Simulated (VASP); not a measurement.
Hf, 1 atom in the cell. The structure is cubic, space group Im-3m (No. 229). The conventional cell has a = 3.610 Å, b = 3.610 Å, c = 3.610 Å, α = 90.00°, β = 90.00°, γ = 90.00°. Hf (site symmetry m-3m) has 14 Hf at 3.13 to 3.61 Å within 4.1 Å. 

| Property | Result |
| --- | --- |
| Program | VASP 6.6.1 |
| Task | single point |
| Functional | revPBE |
| Potentials or basis | VASP PAW PBE potentials, release 64 (Hf_pv) |
| Cutoff | 520 eV |
| k mesh | 10 × 10 × 10 |
| Occupations | fermi-dirac, width 0.05 eV |
| Spin | no spin polarisation |
| Dipole correction | no |
| Further INCAR settings | ALGO = Fast; EDIFF = 1e-06; NBANDS = 11 |

Potentials or basis: VASP PAW PBE potentials, release 64 (Hf_pv).

Command:

```bash
$ cat potpaw_PBE.64/Hf_pv/POTCAR > POTCAR
$ mpirun -np 1 vasp_std > vasp.out
```

Hardware: 1 thread of Intel Xeon 8259CL, with other jobs on the host.

How long does it take, and how much memory?

Wall time 10 s on 1 thread of Intel Xeon 8259CL, on a shared host, peak memory 0.14 GiB. Counts: scf iterations 13, k points 47.
